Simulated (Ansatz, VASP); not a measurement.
**Os in VASP and in Ansatz**

```
Os
1.0
     0.00000    1.94500    1.94500
     1.94500    0.00000    1.94500
     1.94500    1.94500    0.00000
Os
1
Direct
  0.00000 0.00000 0.00000
```

Alike in both runs: task electric field gradients; functional PBEsol; k mesh 14 × 14 × 14; occupations fermi-dirac, width 0.05 eV; no spin polarisation.

|  | VASP | Ansatz |
| --- | --- | --- |
| version | VASP 6.6.1 | Ansatz 0.2.0 |
| potentials or method | VASP PAW PBE potentials, release 64 (Os) | PAW with Ansatz's default frozen-core files, scalar-relativistic |
| plane-wave cutoff (eV) | 520 | 420 |
| valence electrons in the cell | 8 | 16 |

VASP gave:

```
pressure (GPa) : -20.0
```

**Question.** Estimate Ansatz's values.

**Answer.** Pressure (GPa): -19.9.

VASP's potentials were made for PBE, not for PBEsol. VASP's potentials hold 8 valence electrons a cell and Ansatz's 16, so a difference there can come from the potentials and not from the codes.

Spin-orbit coupling is off throughout.
